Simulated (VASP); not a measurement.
Wanted: the native input for a VASP 6.6.1 run.

```
Task                   : single point
Functional             : RPBE
Potentials or basis    : VASP PAW PBE potentials, release 64 (Be)
Cutoff                 : 520 eV
k mesh                 : 19 × 19 × 19
Occupations            : fermi-dirac, width 0.1 eV
Spin                   : no spin polarisation
Dipole correction      : no
Further INCAR settings : ALGO = Normal; EDIFF = 1e-07; NBANDS = 7
```

The structure of Be lies in POSCAR:

```
Be
1.0
    0.0000000000      1.6351077644      1.6351077644
    1.6351077644      0.0000000000      1.6351077644
    1.6351077644      1.6351077644      0.0000000000
Be
1
Direct
    0.0000000000      0.0000000000      0.0000000000
```

This cell differs from its parent crystal: volume scaled by 1.08.

One way to write it, as run:

INCAR

```
  PREC = Accurate
  ENCUT = 520
  EDIFF = 1E-7
  ISMEAR = -1
  SIGMA = 0.1
  LREAL = F
  LASPH = T
  NELM = 60
  ALGO = Normal
  ISIF = 2
  LWAVE = F
  LCHARG = F
  GGA = RP
  NBANDS = 7
```

KPOINTS

```
regular mesh
0
Gamma
  19 19 19
```

Potentials or basis: VASP PAW PBE potentials, release 64 (Be).

The run is started by

```console
$ cat potpaw_PBE.64/Be/POTCAR > POTCAR
$ mpirun -np 1 vasp_std > vasp.out
```

It gave:

* Pressure: -7.8 GPa
* Band gap on the k mesh: zero (band 1 reaches 7.42 eV, above the bottom of band 2 at 6.54 eV)

Caveat: the PAW data sets were made with another functional, which shifts forces and pressure a little.

It took 13 s on 1 thread of Intel(R) Xeon(R) Platinum 8488C (Sapphire Rapids), with other jobs on the host, peak memory 0.12 GiB.
